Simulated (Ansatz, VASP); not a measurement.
**Two plane-wave programs on MgO**

```
Mg O
1.0
     5.52307    0.00000    0.00000
     0.00000    5.52307    0.00000
     0.00000    0.00000    5.52307
Mg O
6 6
Direct
  0.25000 0.98696 0.50000
  0.00000 0.51304 0.25000
  0.50000 0.75000 0.00000
  0.75000 0.98696 0.50000
  0.00000 0.51304 0.75000
  0.50000 0.25000 0.00000
  0.25000 0.51014 0.00000
  0.50000 0.98986 0.25000
  0.00000 0.75000 0.50000
  0.75000 0.51014 0.00000
  0.50000 0.98986 0.75000
  0.00000 0.25000 0.50000
```

Change from the starting cell: mode 14 frozen in at -0.072 Å and mode 24 at +0.000 Å (largest displacements).

Alike in both runs: task single point; functional LDA; k mesh 4 × 4 × 4; occupations gaussian, width 0.05 eV; no spin polarisation.

|  | VASP | Ansatz |
| --- | --- | --- |
| version | VASP 6.6.1 | Ansatz 0.2.0 |
| potentials or method | VASP PAW LDA potentials, release 64 (Mg, O), cutoff 520 eV | scalar-relativistic, plane waves, PAW |
| valence electrons in the cell | 48 | 96 |

```tsv
	VASP	Ansatz	Ansatz less VASP
gap on the k mesh at the Fermi level (eV)	2.82	2.83	+0.010
least direct gap on the mesh (eV)	2.82	2.83	+0.009
pressure (GPa)	-0.4	0.3	+0.70
rms of the force components (eV/Å)	0.346	0.337	-0.0085
```

Ansatz warns that its potentials were made for another functional, while VASP's fit it. LDA's correlation is that of Perdew and Zunger in VASP and of Perdew and Wang (1992) in Ansatz. Atom by atom the forces differ by 0.009 eV/Å (rms over components). VASP's potentials hold 48 valence electrons a cell and Ansatz's 96, so a difference there can come from the potentials and not from the codes.
